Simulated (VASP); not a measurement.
# Ir (Fm-3m) in VASP: notebook

Runs on Ir. Level: PBE. Tasks: single point, relaxation of cell and atoms.

Program: VASP 6.6.1. These are calculated values, not measurements. Logs are shortened: lines on timing, memory, paths and dates and some standing lists are left out, and cuts for length are marked.

## 1. The cell of the first run

It takes space group Fm-3m (No. 225, cubic). Conventional cell: a = 3.831 Å, b = 3.831 Å, c = 3.831 Å, α = 90.00°, β = 90.00°, γ = 90.00°. Ir (site symmetry m-3m) has 12 Ir at 2.71 Å within 3.6 Å.

## 2. Single point, PBE

The input, INCAR:

```
SYSTEM = Ir
PREC = Accurate
ENCUT = 520
EDIFF = 1E-6
ISMEAR = 0
SIGMA = 0.1
LREAL = .FALSE.
LASPH = .TRUE.
NELM = 60
ALGO = Normal
ISIF = 2
LWAVE = .FALSE.
LCHARG = .TRUE.
GGA = PE
LELF = .TRUE.
LVHAR = .TRUE.
NBANDS = 10
```

The input, KPOINTS:

```
Automatic mesh
0
G
  8 8 8
  0 0 0
```

The input, POSCAR:

```
Ir
1.0
    0.0000000000      1.9156000000      1.9156000000
    1.9156000000      0.0000000000      1.9156000000
    1.9156000000      1.9156000000      0.0000000000
Ir
1
Direct
    0.0000000000      0.0000000000      0.0000000000
```

Potentials or basis: VASP PAW PBE potentials, release 64 (Ir).

Command:

```sh
cat potpaw_PBE.64/Ir/POTCAR > POTCAR
mpirun -np 1 vasp_std > vasp.out
```

OUTCAR:

```text
SYSTEM = Ir
   PREC = Accurate
   ENCUT = 520
   EDIFF = 1E-6
   ISMEAR = 0
   LREAL = .FALSE.
   LASPH = .TRUE.
   NELM = 60
   ISIF = 2
   GGA = PE

 ion  position               nearest neighbor table
   1  0.000  0.000  0.000-

  LATTYP: Found a face centered cubic cell.
 ALAT       =     3.8312000000

  Lattice vectors:

 A1 = (   0.0000000000,   1.9156000000,   1.9156000000)
 A2 = (   1.9156000000,   0.0000000000,   1.9156000000)
 A3 = (   1.9156000000,   1.9156000000,   0.0000000000)

Analysis of symmetry for initial positions (statically):
=====================================================================
 Subroutine PRICEL returns:
 Original cell was already a primitive cell.

 Routine SETGRP: Setting up the symmetry group for a
 face centered cubic supercell.

 Subroutine GETGRP returns: Found 48 space group operations
[... 9 lines left out ...]

 Routine SETGRP: Setting up the symmetry group for a
 face centered cubic supercell.

 Subroutine GETGRP returns: Found 48 space group operations
[... 11 lines left out ...]
                                     Primitive cell

  volume of cell :      14.0587

  direct lattice vectors                    reciprocal lattice vectors
     0.000000000  1.915600000  1.915600000    -0.261014826  0.261014826  0.261014826
     1.915600000  0.000000000  1.915600000     0.261014826 -0.261014826  0.261014826
     1.915600000  1.915600000  0.000000000     0.261014826  0.261014826 -0.261014826

  length of vectors
     2.709067500  2.709067500  2.709067500     0.452090940  0.452090940  0.452090940

  position of ions in fractional coordinates (direct lattice)
     0.000000000  0.000000000  0.000000000

  ion indices of the primitive-cell ions
   primitive index   ion index
                 1           1

----------------------------------------------------------------------------------------

 KPOINTS: Automatic mesh

Automatic generation of k-mesh.
 Grid dimensions read from file:
 generate k-points for:    8    8    8

 Generating k-lattice:

  Cartesian coordinates                     Fractional coordinates (reciprocal lattice)
    -0.032626853  0.032626853  0.032626853     0.125000000  0.000000000  0.000000000
     0.032626853 -0.032626853  0.032626853     0.000000000  0.125000000  0.000000000
     0.032626853  0.032626853 -0.032626853     0.000000000  0.000000000  0.125000000

  Length of vectors
     0.056511367  0.056511367  0.056511367

  Shift w.r.t. Gamma in fractional coordinates (k-lattice)
     0.000000000  0.000000000  0.000000000

 Subroutine IBZKPT returns following result:
 ===========================================

 Found     29 irreducible k-points:

 Following reciprocal coordinates:
            Coordinates               Weight
  0.000000  0.000000  0.000000      1.000000
  0.125000  0.000000  0.000000      8.000000
  0.250000  0.000000  0.000000      8.000000
  0.375000  0.000000  0.000000      8.000000
  0.500000  0.000000  0.000000      4.000000
  0.125000  0.125000  0.000000      6.000000
[... 16 lines left out ...]
  0.500000  0.250000  0.125000     48.000000
 -0.375000  0.250000  0.125000     24.000000
 [... further k-points ...]
   k-points           NKPTS =     29   k-points in BZ     NKDIM =     29   number of bands    NBANDS=     10
   number of dos      NEDOS =    301   number of ions     NIONS =      1
   total plane-waves  NPLWV =   8000
   dimension x,y,z NGX =    20 NGY =   20 NGZ =   20
   dimension x,y,z NGXF=    40 NGYF=   40 NGZF=   40
   ions per type =               1
   NGX,Y,Z   is equivalent  to a cutoff of  12.27, 12.27, 12.27 a.u.
   NGXF,Y,Z  is equivalent  to a cutoff of  24.55, 24.55, 24.55 a.u.
 SYSTEM =  Ir
   PREC   = accura    normal or accurate (medium, high low for compatibility)
   ISTART =      0    job   : 0-new  1-cont  2-samecut
   ICHARG =      2    charge: 1-file 2-atom 10-const
   ISPIN  =      1    spin polarized calculation?
   LNONCOLLINEAR =      F non collinear calculations
   LSORBIT =      F    spin-orbit coupling
   LASPH  =      T    aspherical Exc in radial PAW
   ENCUT  =  520.0 eV  38.22 Ry    6.18 a.u.   5.04  5.04  5.04*2*pi/ulx,y,z
   NELM   =     60;   NELMIN=  2; NELMDL= -5     # of ELM steps
   EDIFF  = 0.1E-05   stopping-criterion for ELM
   LREAL  =      F    real-space projection
   EDIFFG = 0.1E-04   stopping-criterion for IOM
   NSW    =      0    number of steps for IOM
   IBRION =     -1    ionic relax: 0-MD 1-quasi-New 2-CG
   NFREE  =      0    steps in history (QN), initial steepest desc. (CG)
   ISIF   =      2    stress and relaxation
   ISYM   =      2    0-nonsym 1-usesym 2-fastsym
   POTIM  = 0.5000    time-step for ionic-motion
   TEBEG  =    0.0;   TEEND  =   0.0 temperature during run
   PSTRESS=    0.0 pullay stress
   NELECT =       9.0000    total number of electrons
   NUPDOWN=      -1.0000    fix difference up-down
   EMIN   =  10.00;   EMAX   =-10.00  energy-range for DOS
   EFERMI =   0.00;   METHOD = LEGACY
   ISMEAR =     0;   SIGMA  =   0.10  broadening in eV -4-tet -1-fermi 0-gaus
   EFERMI_NEDOS =   21; number of points for ismear=-14 and -15
   IALGO  =     38    algorithm
   IMIX   =      4    mixing-type and parameters
     AMIX     =   0.40;   BMIX     =  1.00
     AMIX_MAG =   1.60;   BMIX_MAG =  1.00
  volume/ion in A,a.u.               =      14.06        94.87
  Fermi-wavevector in a.u.,A,eV,Ry     =   1.410937  2.666284 27.085691  1.990742
  Thomas-Fermi vector in A             =   2.532839
   LORBIT       =      0    0 simple, 1 ext, 2 COOP (PROOUT), +10 PAW based schemes
   GGA     = PE    functional components
   LHFCALC =     F    Hartree Fock is set to
   AEXX    =    0.0000 exact exchange contribution
   IVDW    =     0    specifies the selected vdW correction
   LEPSILON=     F    determine dielectric tensor
   LRPA    =     F    only Hartree local field effects (RPA)
 non-spin polarized calculation
 Gauss-broadening in eV      SIGMA  =   0.10
  energy-cutoff  :      520.00
  volume of cell :       14.06
 maximum number of plane-waves:       391
   NGX =  9   NGY =  9   NGZ =  9

 number of electron       9.0000000 magnetization

 Free energy of the ion-electron system (eV)
  ---------------------------------------------------
  ext. energy  EPLUGINS =         0.00000000
  ---------------------------------------------------
  free energy    TOTEN  =        -8.76071452 eV

  energy without entropy =       -8.75222304  energy(sigma->0) =       -8.75646878

 E-fermi :  10.5728     XC(G=0): -14.0245

 val. band max:       10.5275253226   @ k =  -0.3750   0.1250   0.0000
 cond. band min:      10.5951021207   @ k =  -0.3750   0.2500   0.0000
 fundamental gap:      0.0675767981
 Fermi energy:        10.5728038855

 k-point     1 :       0.0000    0.0000    0.0000
  band No.  band energies     occupation
      1      -0.6718      2.00000
      2       6.5931      2.00000
      3       6.5931      2.00000
      4       6.5931      2.00000
      5       9.3207      2.00000
      6       9.3207      2.00000
      7      24.8122      0.00000
      8      30.4594      0.00000
      9      30.4594      0.00000
     10      30.4594      0.00000

 k-point     2 :       0.1250    0.0000    0.0000
  band No.  band energies     occupation
      1       0.0046      2.00000
      2       6.2691      2.00000
      3       6.8598      2.00000
      4       6.8598      2.00000
      5       9.1754      2.00000
      6       9.1754      2.00000
      7      25.9255      0.00000
      8      27.8680      0.00000
      9      31.5815      0.00000
     10      31.5815      0.00000

 k-point     3 :       0.2500    0.0000    0.0000
  band No.  band energies     occupation
      1       1.5466      2.00000
      2       6.0795      2.00000
      3       7.0426      2.00000
      4       7.0426      2.00000
      5       9.5001      2.00000
      6       9.5001      2.00000
      7      24.3400      0.00000
      8      27.3125      0.00000
      9      34.3041      0.00000
     10      34.3042      0.00000

 k-point     4 :       0.3750    0.0000    0.0000
  band No.  band energies     occupation
      1       2.3260      2.00000
      2       6.6891      2.00000
      3       6.6891      2.00000
      4       7.8050      2.00000
      5      10.7252      0.03113
      6      10.7252      0.03112
      7      20.5021      0.00000
      8      25.3144      0.00000
      9      32.0453      0.00000
     10      32.0453      0.00000

 k-point     5 :       0.5000    0.0000    0.0000
  band No.  band energies     occupation
      1       2.3462      2.00000
      2       6.4920      2.00000
      3       6.4920      2.00000
      4       9.7420      2.00000
      5      11.4310      0.00000
      6      11.4310      0.00000
      7      17.8495      0.00000
      8      24.3711      0.00000
      9      30.3606      0.00000
     10      30.3606      0.00000

 k-point     6 :       0.1250    0.1250    0.0000
  band No.  band energies     occupation
      1       0.2356      2.00000
      2       5.9315      2.00000
      3       7.1179      2.00000
      4       7.1179      2.00000
      5       8.5606      2.00000
      6       9.5908      2.00000
      7      26.3716      0.00000
      8      28.8630      0.00000
      9      30.6834      0.00000
     10      30.6834      0.00000
[... 183 lines left out ...]
 k-point    21 :       0.5000    0.5000    0.0000
  band No.  band energies     occupation
      1       2.5391      2.00000
      2       3.1035      2.00000
      3      11.4057      0.00000
      4      12.0124      0.00000
      5      12.0124      0.00000
      6      12.2101      0.00000
      7      21.1232      0.00000
      8      22.2572      0.00000
      9      22.2572      0.00000
     10      31.8487      0.00000

 k-point    22 :       0.3750    0.2500    0.1250
  band No.  band energies     occupation
      1       2.9523      2.00000
      2       4.9264      2.00000
      3       6.5082      2.00000
      4       8.6313      2.00000
      5       8.7001      2.00000
      6      11.3204      0.00000
      7      24.8997      0.00000
      8      27.6006      0.00000
      9      29.1582      0.00000
     10      31.1591      0.00000

 k-point    23 :       0.5000    0.2500    0.1250
  band No.  band energies     occupation
      1       3.8141      2.00000
      2       5.4775      2.00000
      3       5.8771      2.00000
      4       8.2345      2.00000
      5      10.3663      1.99651
      6      13.4138      0.00000
      7      20.8277      0.00000
      8      26.0733      0.00000
      9      27.3722      0.00000
     10      32.0533      0.00000

 k-point    24 :      -0.3750    0.2500    0.1250
  band No.  band energies     occupation
      1       3.8339      2.00000
      2       5.2347      2.00000
      3       6.8735      2.00000
      4       7.9141      2.00000
      5      11.1054      0.00000
      6      15.7213      0.00000
      7      17.2441      0.00000
      8      26.3032      0.00000
      9      26.4915      0.00000
     10      30.3870      0.00000

 [... further k-points ...]
[... 5 lines left out ...]
  --------------------------------------------------------------------------------------
  -------------------------------------------------------------------------------------
  Total        1.1982280      1.1982280      1.1982280      0.0000000      0.0000000      0.0000000
  in kB      136.5543566    136.5543566    136.5543566      0.0000000      0.0000000      0.0000000
  external PRESSURE =     136.5543566 kB  Pullay stress =       0.0000000 kB

 VOLUME and BASIS-vectors are now :
 -----------------------------------------------------------------------------
  energy-cutoff  :      520.00
  volume of cell :       14.06
      direct lattice vectors                 reciprocal lattice vectors
     0.000000000  1.915600000  1.915600000    -0.261014826  0.261014826  0.261014826
     1.915600000  0.000000000  1.915600000     0.261014826 -0.261014826  0.261014826
     1.915600000  1.915600000  0.000000000     0.261014826  0.261014826 -0.261014826

 POSITION                                       TOTAL-FORCE (eV/Angst)
 -----------------------------------------------------------------------------------
      0.00000      0.00000      0.00000         0.000000      0.000000      0.000000
 -----------------------------------------------------------------------------------
    total drift:                               -0.000000     -0.000000     -0.000000

  FREE ENERGIE OF THE ION-ELECTRON SYSTEM (eV)
  ---------------------------------------------------
  free  energy   TOTEN  =        -8.7607145223 eV

  energy  without entropy=       -8.7522230388  energy(sigma->0) =       -8.75646878
```

Run time: 6.3 s. Hardware: 1 thread of AMD EPYC 7R43 (Zen 3), shared host; peak memory 0.08 GiB.

What came out:

* Free energy: -8.7607 eV
* Pressure: 13.7 GPa

Levels at points of the mesh, in eV from the Fermi level:
| k point | band 1 | band 2 | band 3 | band 4 | band 5 | band 6 | band 7 | band 8 | band 9 |
| --- | --- | --- | --- | --- | --- | --- | --- | --- | --- |
| (0.00, 0.00, 0.00) | -11.24 | -3.98 | -3.98 | -3.98 | -1.25 | -1.25 | 14.24 | 19.89 | 19.89 |
| (0.50, 0.00, 0.00) | -8.23 | -4.08 | -4.08 | -0.83 | 0.86 | 0.86 | 7.28 | 13.80 | 19.79 |
| (0.50, 0.50, 0.00) | -8.03 | -7.47 | 0.83 | 1.44 | 1.44 | 1.64 | 10.55 | 11.68 | 11.68 |

Caveat: spin-orbit coupling is left out, which moves the levels of the heavy elements.

## 3. Single point, PBE

This run uses another cell than the first one, of 14.50 Å³/atom, 1.031 times its volume.

The input, INCAR:

```
SYSTEM = Ir
ALGO = Normal
EDIFF = 1E-6
ENCUT = 520
GGA = PE
ISIF = 2
ISMEAR = 0
LASPH = .True.
LCHARG = .False.
LREAL = .False.
LWAVE = .False.
NBANDS = 10
NELM = 100
PREC = Accurate
SIGMA = 0.1
```

The input, KPOINTS:

```
k-points
0
Gamma
  26 26 26
  0 0 0
```

The input, POSCAR:

```
Ir
1.0
    0.0000000000      1.9352726251      1.9352726251
    1.9352726251      0.0000000000      1.9352726251
    1.9352726251      1.9352726251      0.0000000000
Ir
1
Direct
    0.0000000000      0.0000000000      0.0000000000
```

Potentials or basis: VASP PAW PBE potentials, release 64 (Ir).

Command:

```sh
cat potpaw_PBE.64/Ir/POTCAR > POTCAR
mpirun -np 1 vasp_std > vasp.out
```

Run time: 61 s. Hardware: 1 thread of AMD EPYC 7R43 (Zen 3), shared host; peak memory 0.15 GiB.

The run converged. Its results:

* Free energy: -8.8536 eV
* Pressure: 0.5 GPa

Levels at points of the mesh, in eV from the Fermi level:
```tsv
k point	band 1	band 2	band 3	band 4	band 5	band 6	band 7	band 8	band 9
(0.00, 0.00, 0.00)	-10.84	-3.72	-3.72	-3.72	-1.14	-1.14	14.39	19.84	19.84
(0.50, 0.00, 0.00)	-7.82	-3.82	-3.82	-0.67	0.88	0.88	7.04	13.93	19.60
(0.50, 0.50, 0.00)	-7.61	-7.05	0.84	1.43	1.43	1.73	10.20	11.62	11.62
```

Caveat: spin-orbit coupling is left out, which moves the levels of the heavy elements.

[end of part 1 of 2]
